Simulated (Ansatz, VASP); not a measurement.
# HgTe: VASP beside Ansatz

```xyz
2
Lattice="0.0000 3.2235 3.2880 3.2235 0.0000 3.2880 3.2235 3.2235 0.0000" Properties=species:S:1:pos:R:3 pbc="T T T"
Hg    0.0000    0.0000    0.0000
Te    4.8353    4.8353    4.9320
```

Change from the starting cell: zz strain of +2 %, crystal datasets.

Alike in both runs: task electric field gradients; functional PBEsol; k mesh 9 × 9 × 9; occupations fermi-dirac, width 0.05 eV; no spin polarisation.

|  | VASP | Ansatz |
| --- | --- | --- |
| version | VASP 6.6.1 | Ansatz 0.2.0 |
| potentials or method | VASP PAW PBE potentials, release 64 (Hg, Te), cutoff 520 eV | all-electron PAW with datasets made for the crystal, scalar-relativistic |

|  | VASP | Ansatz | Ansatz less VASP |
| --- | --- | --- | --- |
| pressure (GPa) | 0.5 | 0.4 | -0.11 |
| traceless stress, the component that is largest in VASP (GPa) | -0.21 | -0.21 | 0.000 |
| size of Vzz on the site where it differs most (V/Å²) | 12.5 | 10.6 | -1.95 |

VASP's potentials were made for PBE, not for PBEsol. Ansatz ran all-electron here, and VASP with PAW potentials.

Neither program's run includes spin-orbit coupling.
